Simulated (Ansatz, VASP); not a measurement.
AlB3As4: VASP beside Ansatz

```
CELL_PARAMETERS angstrom
3.62072 0.00000 0.00000
0.00000 3.62072 0.00000
0.00000 0.00000 10.24094
ATOMIC_POSITIONS crystal
Al 0.00000 0.00000 0.00000
B 0.50000 0.50000 0.25000
B 0.00000 0.00000 0.50000
B 0.50000 0.50000 0.75000
As 0.50000 0.00000 0.37500
As 0.00000 0.50000 0.62500
As 0.50000 0.00000 0.87500
As 0.00000 0.50000 0.12500
```

Alike in both runs: task single point; functional PBE; k mesh 6 × 6 × 2; occupations gaussian, width 0.1 eV; no spin polarisation.

```csv
,VASP,Ansatz
version,VASP 6.6.1,Ansatz 0.2.0
potentials or method,"VASP PAW PBE potentials, release 64 (Al, B, As), cutoff 520 eV","scalar-relativistic, plane waves, PAW"
valence electrons in the cell,32,72
```

|  | VASP | Ansatz | Ansatz less VASP |
| --- | --- | --- | --- |
| gap on the k mesh at the Fermi level (eV) | 1.00 | 1.01 | +0.010 |
| least direct gap on the mesh (eV) | 1.35 | 1.35 | +0.003 |
| pressure (GPa) | -0.1 | -0.4 | -0.33 |
| traceless stress, the component that is largest in VASP (GPa) | -0.73 | -0.72 | +0.012 |
| rms of the force components (eV/Å) | 1.273 | 1.266 | -0.0069 |

Atom by atom the forces differ by 0.007 eV/Å (rms over components). VASP's potentials hold 32 valence electrons a cell and Ansatz's 72, so a difference there can come from the potentials and not from the codes.
